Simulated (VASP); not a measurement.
A run of VASP 6.6.1 is set up as follows.

Contents of INCAR:

```
PREC = Accurate ; ENCUT = 520
EDIFF = 1E-7 ; ISMEAR = -1
SIGMA = 0.1 ; LREAL = False
LASPH = True ; NELM = 100
ALGO = Normal ; ISIF = 2
LWAVE = False ; LCHARG = False
LDIPOL = True ; IDIPOL = 3
DIPOL = 0.5 0.5 0.500 ; GGA = PE
NBANDS = 42 ; EFIELD = -0.1
```

File KPOINTS:

```
regular mesh
0
Gamma
  6 6 1
```

File POSCAR:

```
CuAu
1.0
    4.5707266756      0.0000000000      0.0000000000
    3.6595310599      2.7384989246      0.0000000000
    0.0000000000      0.0000000000     22.1322356818
Cu Au
3 3
Direct
    0.7223217553      0.7223217785      0.4168782255
    0.1669652658      0.1669653356      0.5277072582
    0.6116087763      0.6116088926      0.6385362909
    0.0000000000      0.0000000000      0.3614637091
    0.4446435105      0.4446435571      0.4722927418
    0.8892870210      0.8892871141      0.5831217745
```

Potentials or basis: VASP PAW PBE potentials, release 64 (Cu, Au).

Command:

```sh
$ cat potpaw_PBE.64/Cu/POTCAR potpaw_PBE.64/Au/POTCAR > POTCAR
$ mpirun -np 1 vasp_std > vasp.out
```

(1) Predict the band gap on the k mesh.

(2) What does it give for the largest force?

Answers

(1) zero (bands 33 and 34 overlap by 1.92 eV).

(2) 0.897 eV/Å.

Caveat: the k points lie up to 0.38 Å⁻¹ apart, too coarse for converged energies and pressures of a metal; spin-orbit coupling is left out, which moves the levels of the heavy elements.
